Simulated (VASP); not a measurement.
# Li2Be3C2 (P-3m1) in VASP: notebook

Li2Be3C2 is run at these levels: PBE; tasks: single point, relaxation of cell and atoms.

Everything below comes from runs of VASP 6.6.1. Logs are shortened: lines on timing, memory, paths and dates and some standing lists are left out, and cuts for length are marked.

## 1. The cell of the first run

It takes space group P-3m1 (No. 164, trigonal). The conventional cell has a = 2.420 Å, b = 2.420 Å, c = 17.185 Å, α = 90.00°, β = 90.00°, γ = 120.00°. Li (site symmetry 3m) has 6 Li at 2.42 Å and 6 Be at 2.56 to 2.61 Å within 3.2 Å. Within 3.2 Å of Be (site symmetry 3m) lie 6 Be at 2.42 Å and 3 Li at 2.61 Å. Within 3.2 Å of Be (site symmetry -3m) lie 6 Be at 2.42 Å and 6 Li at 2.56 Å. Within 1.9 Å of C (site symmetry 3m) lie 3 C at 1.40 Å.

The cell was generated, and may not be a known phase.

## 2. Single point, PBE

INCAR reads:

```
SYSTEM = Li2Be3C2
  PREC = Accurate
  ENCUT = 520
  EDIFF = 1E-6
  ISMEAR = 0
  SIGMA = 0.1
  LREAL = .False.
  LASPH = .True.
  NELM = 100
  ALGO = Normal
  ISIF = 2
  LWAVE = .False.
  LCHARG = .False.
  GGA = PE
  NBANDS = 19
```

KPOINTS reads:

```
Automatic mesh
0
Gamma
  18 18 4
  0 0 0
```

POSCAR reads:

```
Li2Be3C2
1.0
    2.4204086191      0.0000000000      0.0000000000
   -1.2102043096      2.0961353517      0.0000000000
    0.0000000000      0.0000000000     17.1852573291
Li Be C
2 3 2
Direct
    0.6666666667      0.3333333333      0.8749322742
    0.3333333333      0.6666666667      0.1250677258
    0.3333333333      0.6666666667      0.7465884334
    0.6666666667      0.3333333333      0.2534115666
    0.0000000000      0.0000000000      0.0000000000
    0.3333333333      0.6666666667      0.5000008772
    0.6666666667      0.3333333333      0.4999991228
```

Potentials or basis: VASP PAW PBE potentials, release 64 (Li_sv, Be, C).

The run is started by

```bash
> cat potpaw_PBE.64/Li_sv/POTCAR potpaw_PBE.64/Be/POTCAR potpaw_PBE.64/C/POTCAR > POTCAR
> mpirun -np 1 vasp_std > vasp.out
```

OUTCAR:

```text
SYSTEM = Li2Be3C2
   PREC = Accurate
   ENCUT = 520
   EDIFF = 1E-6
   ISMEAR = 0
   LREAL = .False.
   LASPH = .True.
   NELM = 100
   ISIF = 2
   GGA = PE

 ion  position               nearest neighbor table
   1  0.667  0.333  0.875-
   2  0.333  0.667  0.125-
   3  0.333  0.667  0.747-
   4  0.667  0.333  0.253-
   5  0.000  0.000  0.000-
   6  0.333  0.667  0.500-   7 1.40   7 1.40   7 1.40
   7  0.667  0.333  0.500-   6 1.40   6 1.40   6 1.40

  LATTYP: Found a hexagonal cell.
 ALAT       =     2.4204086191
 C/A-ratio  =     7.1001471378

  Lattice vectors:

 A1 = (   2.4204086191,   0.0000000000,   0.0000000000)
 A2 = (  -1.2102043096,   2.0961353517,   0.0000000000)
 A3 = (   0.0000000000,   0.0000000000,  17.1852573291)

Analysis of symmetry for initial positions (statically):
=====================================================================
 Subroutine PRICEL returns:
 Original cell was already a primitive cell.

 Routine SETGRP: Setting up the symmetry group for a
 hexagonal supercell.

 Subroutine GETGRP returns: Found 12 space group operations
 (whereof 12 operations were pure point group operations)
 out of a pool of 24 trial point group operations.

The static configuration has the point symmetry D_3d.

Analysis of symmetry for dynamics (positions and initial velocities):
=====================================================================
 Subroutine PRICEL returns:
 Original cell was already a primitive cell.

 Routine SETGRP: Setting up the symmetry group for a
 hexagonal supercell.

 Subroutine GETGRP returns: Found 12 space group operations
 (whereof 12 operations were pure point group operations)
 out of a pool of 24 trial point group operations.

The dynamic configuration has the point symmetry D_3d.

 Subroutine INISYM returns: Found 12 space group operations
 (whereof 12 operations are pure point group operations),
 and found     1 'primitive' translations

----------------------------------------------------------------------------------------

                                     Primitive cell

  volume of cell :      87.1895

  direct lattice vectors                    reciprocal lattice vectors
     2.420408619  0.000000000  0.000000000     0.413153379  0.238534215  0.000000000
    -1.210204310  2.096135352  0.000000000     0.000000000  0.477068429  0.000000000
     0.000000000  0.000000000 17.185257329     0.000000000  0.000000000  0.058189411

  length of vectors
     2.420408619  2.420408619 17.185257329     0.477068429  0.477068429  0.058189411

  position of ions in fractional coordinates (direct lattice)
     0.666666667  0.333333333  0.874932274
     0.333333333  0.666666667  0.125067726
     0.333333333  0.666666667  0.746588433
     0.666666667  0.333333333  0.253411567
     0.000000000  0.000000000  0.000000000
     0.333333333  0.666666667  0.500000877
     0.666666667  0.333333333  0.499999123

  ion indices of the primitive-cell ions
   primitive index   ion index
                 1           1
                 2           2
                 3           3
                 4           4
                 5           5
                 6           6
                 7           7

----------------------------------------------------------------------------------------

 KPOINTS: Automatic mesh

Automatic generation of k-mesh.
 Grid dimensions read from file:
 generate k-points for:   18   18    4

 Generating k-lattice:

  Cartesian coordinates                     Fractional coordinates (reciprocal lattice)
     0.022952966  0.013251901  0.000000000     0.055555556  0.000000000  0.000000000
     0.000000000  0.026503802  0.000000000     0.000000000  0.055555556  0.000000000
     0.000000000  0.000000000  0.014547353     0.000000000  0.000000000  0.250000000

  Length of vectors
     0.026503802  0.026503802  0.014547353

  Shift w.r.t. Gamma in fractional coordinates (k-lattice)
     0.000000000  0.000000000  0.000000000

 Subroutine IBZKPT returns following result:
 ===========================================

 Found    138 irreducible k-points:

 Following reciprocal coordinates:
            Coordinates               Weight
  0.000000  0.000000  0.000000      1.000000
  0.055556  0.000000  0.000000      6.000000
  0.111111  0.000000  0.000000      6.000000
  0.166667  0.000000  0.000000      6.000000
  0.222222  0.000000  0.000000      6.000000
  0.277778 -0.000000  0.000000      6.000000
[... 16 lines left out ...]
  0.333333  0.111111  0.000000     12.000000
  0.388889  0.111111  0.000000     12.000000
 [... further k-points ...]
   k-points           NKPTS =    138   k-points in BZ     NKDIM =    138   number of bands    NBANDS=     19
   number of dos      NEDOS =    301   number of ions     NIONS =      7
   total plane-waves  NPLWV =  41472
   dimension x,y,z NGX =    18 NGY =   18 NGZ =  128
   dimension x,y,z NGXF=    36 NGYF=   36 NGZF=  256
   ions per type =               2   3   2
   NGX,Y,Z   is equivalent  to a cutoff of  12.36, 12.36, 12.38 a.u.
   NGXF,Y,Z  is equivalent  to a cutoff of  24.73, 24.73, 24.76 a.u.
 SYSTEM =  Li2Be3C2
   PREC   = accura    normal or accurate (medium, high low for compatibility)
   ISTART =      0    job   : 0-new  1-cont  2-samecut
   ICHARG =      2    charge: 1-file 2-atom 10-const
   ISPIN  =      1    spin polarized calculation?
   LNONCOLLINEAR =      F non collinear calculations
   LSORBIT =      F    spin-orbit coupling
   LASPH  =      T    aspherical Exc in radial PAW
   ENCUT  =  520.0 eV  38.22 Ry    6.18 a.u.   4.50  4.50 31.95*2*pi/ulx,y,z
   NELM   =    100;   NELMIN=  2; NELMDL= -5     # of ELM steps
   EDIFF  = 0.1E-05   stopping-criterion for ELM
   LREAL  =      F    real-space projection
   EDIFFG = 0.1E-04   stopping-criterion for IOM
   NSW    =      0    number of steps for IOM
   IBRION =     -1    ionic relax: 0-MD 1-quasi-New 2-CG
   NFREE  =      0    steps in history (QN), initial steepest desc. (CG)
   ISIF   =      2    stress and relaxation
   ISYM   =      2    0-nonsym 1-usesym 2-fastsym
   POTIM  = 0.5000    time-step for ionic-motion
   TEBEG  =    0.0;   TEEND  =   0.0 temperature during run
   PSTRESS=    0.0 pullay stress
   NELECT =      20.0000    total number of electrons
   NUPDOWN=      -1.0000    fix difference up-down
   EMIN   =  10.00;   EMAX   =-10.00  energy-range for DOS
   EFERMI =   0.00;   METHOD = LEGACY
   ISMEAR =     0;   SIGMA  =   0.10  broadening in eV -4-tet -1-fermi 0-gaus
   EFERMI_NEDOS =   21; number of points for ismear=-14 and -15
   IALGO  =     38    algorithm
   IMIX   =      4    mixing-type and parameters
     AMIX     =   0.40;   BMIX     =  1.00
     AMIX_MAG =   1.60;   BMIX_MAG =  1.00
  volume/ion in A,a.u.               =      12.46        84.05
  Fermi-wavevector in a.u.,A,eV,Ry     =   1.002144  1.893778 13.664231  1.004293
  Thomas-Fermi vector in A             =   2.134612
   LORBIT       =      0    0 simple, 1 ext, 2 COOP (PROOUT), +10 PAW based schemes
   GGA     = PE    functional components
   LHFCALC =     F    Hartree Fock is set to
   AEXX    =    0.0000 exact exchange contribution
   IVDW    =     0    specifies the selected vdW correction
   LEPSILON=     F    determine dielectric tensor
   LRPA    =     F    only Hartree local field effects (RPA)
 non-spin polarized calculation
 Gauss-broadening in eV      SIGMA  =   0.10
  energy-cutoff  :      520.00
  volume of cell :       87.19
 maximum number of plane-waves:      2390
 NGX is ok and might be reduce to    18
   NGX =  9   NGY =  9   NGZ = 63

 number of electron      20.0000015 magnetization

 Free energy of the ion-electron system (eV)
  ---------------------------------------------------
  ext. energy  EPLUGINS =         0.00000000
  ---------------------------------------------------
  free energy    TOTEN  =       -31.22375465 eV

  energy without entropy =      -31.21092812  energy(sigma->0) =      -31.21734139

 E-fermi :   2.4751     XC(G=0):  -8.5604

 val. band max:        2.4643225418   @ k =   0.2778   0.1667   0.0000
 cond. band min:       2.4788261569   @ k =   0.4444   0.1111   0.5000
 fundamental gap:      0.0145036151
 Fermi energy:         2.4750604504

 k-point     1 :       0.0000    0.0000    0.0000
  band No.  band energies     occupation
      1     -43.6045      2.00000
      2     -43.6044      2.00000
      3     -17.1553      2.00000
      4      -5.1941      2.00000
      5      -4.7872      2.00000
      6      -4.2263      2.00000
[... 11 lines left out ...]
     18      11.4949      0.00000
     19      12.1257      0.00000

 k-point     2 :       0.0556    0.0000    0.0000
  band No.  band energies     occupation
      1     -43.6002      2.00000
      2     -43.6001      2.00000
      3     -17.0800      2.00000
      4      -5.1030      2.00000
      5      -4.7091      2.00000
      6      -4.1468      2.00000
[... 11 lines left out ...]
     18      11.8281      0.00000
     19      12.1923      0.00000

 k-point     3 :       0.1111    0.0000    0.0000
  band No.  band energies     occupation
      1     -43.5880      2.00000
      2     -43.5879      2.00000
      3     -16.8543      2.00000
      4      -4.8305      2.00000
      5      -4.4749      2.00000
      6      -3.9086      2.00000
[... 11 lines left out ...]
     18      12.3656      0.00000
     19      12.7661      0.00000

 k-point     4 :       0.1667    0.0000    0.0000
  band No.  band energies     occupation
      1     -43.5693      2.00000
      2     -43.5692      2.00000
      3     -16.4794      2.00000
      4      -4.3800      2.00000
      5      -4.0852      2.00000
      6      -3.5127      2.00000
[... 11 lines left out ...]
     18      12.5177      0.00000
     19      12.7164      0.00000

 k-point     5 :       0.2222    0.0000    0.0000
  band No.  band energies     occupation
      1     -43.5463      2.00000
      2     -43.5462      2.00000
      3     -15.9570      2.00000
      4      -3.9647      2.00000
      5      -3.7576      2.00000
      6      -3.5416      2.00000
[... 11 lines left out ...]
     18      11.6894      0.00000
     19      12.2916      0.00000
[... 334 lines left out ...]
      2     -43.5142      2.00000
      3     -15.0698      2.00000
      4      -5.4524      2.00000
      5      -3.4626      2.00000
      6      -2.7141      2.00000
[... 11 lines left out ...]
     18      11.0174      0.00000
     19      11.3995      0.00000

 k-point    22 :       0.2778    0.1111    0.0000
  band No.  band energies     occupation
      1     -43.4925      2.00000
      2     -43.4924      2.00000
      3     -14.2666      2.00000
      4      -6.8835      2.00000
      5      -3.9908      2.00000
      6      -1.7981      2.00000
[... 11 lines left out ...]
     18      10.4491      0.00000
     19      11.2403      0.00000

 k-point    23 :       0.3333    0.1111    0.0000
  band No.  band energies     occupation
      1     -43.4747      2.00000
      2     -43.4747      2.00000
      3     -13.3334      2.00000
      4      -8.3064      2.00000
      5      -4.3739      2.00000
      6      -0.8053      2.00000
[... 11 lines left out ...]
     18      10.4681      0.00000
     19      10.6934      0.00000

 k-point    24 :       0.3889    0.1111    0.0000
  band No.  band energies     occupation
      1     -43.4631      2.00000
      2     -43.4631      2.00000
      3     -12.2953      2.00000
      4      -9.6528      2.00000
      5      -4.6064      2.00000
      6       0.1592      2.00000
[... 11 lines left out ...]
     18       9.6349      0.00000
     19      10.5319      0.00000

 [... further k-points ...]

------------------------ aborting loop because EDIFF is reached ----------------------------------------

  FORCE on cell =-STRESS in cart. coord.  units (eV):
  Direction    XX          YY          ZZ          XY          YZ          ZX
  --------------------------------------------------------------------------------------
  -------------------------------------------------------------------------------------
  Total        0.0698505      0.0698505     -0.0102056     -0.0000000      0.0000000      0.0000000
  in kB        1.2835591      1.2835591     -0.1875366     -0.0000000      0.0000000      0.0000000
  external PRESSURE =       0.7931938 kB  Pullay stress =       0.0000000 kB

 VOLUME and BASIS-vectors are now :
 -----------------------------------------------------------------------------
  energy-cutoff  :      520.00
  volume of cell :       87.19
      direct lattice vectors                 reciprocal lattice vectors
     2.420408619  0.000000000  0.000000000     0.413153379  0.238534215  0.000000000
    -1.210204310  2.096135352  0.000000000     0.000000000  0.477068429  0.000000000
     0.000000000  0.000000000 17.185257329     0.000000000  0.000000000  0.058189411

 POSITION                                       TOTAL-FORCE (eV/Angst)
 -----------------------------------------------------------------------------------
      1.21020      0.69871     15.03594        -0.000000      0.000000     -0.000514
     -0.00000      1.39742      2.14932         0.000000      0.000000      0.000514
     -0.00000      1.39742     12.83031         0.000000     -0.000000     -0.001636
      1.21020      0.69871      4.35494        -0.000000      0.000000      0.001636
      0.00000      0.00000      0.00000         0.000000      0.000000      0.000000
     -0.00000      1.39742      8.59264         0.000000     -0.000000     -0.000032
      1.21020      0.69871      8.59261        -0.000000      0.000000      0.000032
 -----------------------------------------------------------------------------------
    total drift:                                0.000000      0.000000      0.000000

  FREE ENERGIE OF THE ION-ELECTRON SYSTEM (eV)
  ---------------------------------------------------
  free  energy   TOTEN  =       -31.2237546501 eV

  energy  without entropy=      -31.2109281239  energy(sigma->0) =      -31.21734139
```

Run time: 2.2 min. Hardware: 1 thread of Intel Xeon 6975P-C (Granite Rapids), shared host; peak memory 0.33 GiB.

What came out:

```yaml
Free_energy: -31.2238 eV
Band_gap_on_the_k_mesh: zero (bands 10 and 11 overlap by 3.60 eV)
```

Levels at points of the mesh, in eV from the Fermi level:
| k point | band 6 | band 7 | band 8 | band 9 | band 10 | band 11 | band 12 | band 13 | band 14 | band 15 |
| --- | --- | --- | --- | --- | --- | --- | --- | --- | --- | --- |
| (0.00, 0.00, 0.00) | -6.70 | -6.67 | -3.52 | -2.68 | -2.68 | -2.14 | -1.79 | 3.16 | 5.02 | 5.24 |
| (0.50, 0.00, 0.00) | -2.12 | -1.94 | -1.47 | -1.39 | -0.25 | 0.29 | 2.04 | 2.15 | 2.97 | 4.20 |
| (0.00, 0.00, 0.50) | -6.72 | -6.64 | -3.53 | -2.68 | -2.68 | -2.07 | -1.86 | 3.42 | 4.08 | 6.65 |
| (0.50, 0.00, 0.50) | -2.12 | -1.94 | -1.48 | -1.39 | -0.25 | 0.29 | 2.03 | 2.17 | 2.96 | 4.20 |

Caveat: the cutoff is under 1.25 times the usual one of these potentials, so pressure, stress and relaxed cells hold a basis-set (Pulay) error.

(Part 1 of 2 ends here.)
